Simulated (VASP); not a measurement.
A run of VASP 6.6.1 is set up as follows.

Contents of INCAR:

```
SYSTEM = Cd
PREC = Accurate ; ENCUT = 520
EDIFF = 1E-7 ; ISMEAR = 1
SIGMA = 0.02 ; LREAL = .FALSE.
LASPH = .TRUE. ; NELM = 100
ALGO = Normal ; ISIF = 2
LWAVE = .FALSE. ; LCHARG = .FALSE.
GGA = PS ; NBANDS = 19
```

Contents of KPOINTS:

```
Automatic mesh
0
G
  18 18 8
  0 0 0
```

Contents of POSCAR:

```
Cd
1.0
    2.9533621416      0.0000000000      0.0000000000
   -1.4766810708      2.5576866412      0.0000000000
    0.0000000000      0.0000000000      5.5620868961
Cd
2
Direct
    0.3333333333      0.6666666667      0.2500000000
    0.6666666667      0.3333333333      0.7500000000
```

Potentials or basis: VASP PAW PBE potentials, release 64 (Cd).

The run is started by

```console
$ cat potpaw_PBE.64/Cd/POTCAR > POTCAR
$ mpirun -np 1 vasp_std > vasp.out
```

Task: Estimate the pressure.

Result: 0.4 GPa.

Task: Predict the band gap on the k mesh.

Result: Zero (bands 12 and 13 overlap by 4.54 eV).

Stress tensor (GPa, compression positive):
```
0.46 0.00 0.00
0.00 0.46 0.00
0.00 0.00 0.17
```

Caveat: the PAW data sets were made with another functional, which shifts forces and pressure a little.
